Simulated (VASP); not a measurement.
# Mg: single point with PBE

System: Mg, a slab with vacuum.

```xyz
17
Lattice="6.4201 0.0000 0.0000 -3.2101 5.5600 0.0000 0.0000 0.0000 23.2148" Properties=species:S:1:pos:R:3 pbc="T T T"
Mg    1.6050    0.9267    4.0000
Mg    0.0000    3.7067    4.0000
Mg    4.8151    0.9267    4.0000
Mg    3.2101    3.7067    4.0000
Mg    0.0000    1.8533    6.5690
Mg   -1.6050    4.6333    6.5690
Mg    3.2101    1.8533    6.5690
Mg    1.6050    4.6333    6.5690
Mg    1.6050    0.9267    9.1020
Mg    0.0000    3.7067    9.1020
Mg    4.8151    0.9267    9.1020
Mg    3.2101    3.7067    9.1020
Mg    0.0000    1.8533   11.7148
Mg   -1.6050    4.6333   11.7148
Mg    3.2101    1.8533   11.7148
Mg    1.6050    4.6333   11.7148
Mg   -0.8025    3.2433   14.2586
```

```json
{
  "Program": "VASP 6.6.1",
  "Task": "single point",
  "Functional": "PBE",
  "Potentials or basis": "VASP PAW PBE potentials, release 64 (Mg)",
  "Cutoff": "520 eV",
  "k mesh": "6 × 6 × 1",
  "Occupations": "gaussian, width 0.1 eV",
  "Spin": "no spin polarisation",
  "Dipole correction": "yes",
  "Further INCAR settings": "LREAL = Auto; ALGO = Fast; EDIFF = 1e-06; NBANDS = 31"
}
```

| Item | Value |
| --- | --- |
| Largest force | 0.239 eV/Å |
| Band gap on the k mesh | zero (bands 17 and 18 overlap by 0.69 eV) |

Forces on the atoms (eV/Å):
```
Mg   0.004  0.002 -0.055
Mg  -0.024 -0.014 -0.049
Mg   0.001  0.025 -0.053
Mg   0.022 -0.012 -0.053
Mg  -0.002  0.000  0.000
Mg  -0.001 -0.002  0.000
Mg   0.002  0.001 -0.026
Mg  -0.003 -0.002 -0.049
Mg   0.010  0.006  0.057
Mg   0.003  0.002  0.127
Mg   0.002 -0.005  0.093
Mg  -0.004  0.005  0.093
Mg   0.101 -0.157 -0.149
Mg  -0.085  0.166 -0.149
Mg   0.003  0.002  0.113
Mg  -0.024 -0.014  0.105
Mg  -0.006 -0.004 -0.004
```

Levels at points of the mesh, in eV from the Fermi level:
```tsv
k point	band 12	band 13	band 14	band 15	band 16	band 17	band 18	band 19	band 20	band 21
(0.00, 0.00, 0.00)	-1.20	-1.17	-1.16	-1.12	-1.12	-1.09	-0.32	0.01	0.04	0.17
(0.50, 0.00, 0.00)	-1.64	-1.12	-1.10	-0.74	-0.07	0.37	0.46	0.56	1.45	1.49
(0.00, 0.50, 0.00)	-1.64	-1.12	-1.10	-0.74	-0.09	0.38	0.46	0.56	1.47	1.50
```

It took 22 min on 1 thread of Oxide Virtual Turin-like Processor (shared host), peak memory 0.84 GiB.
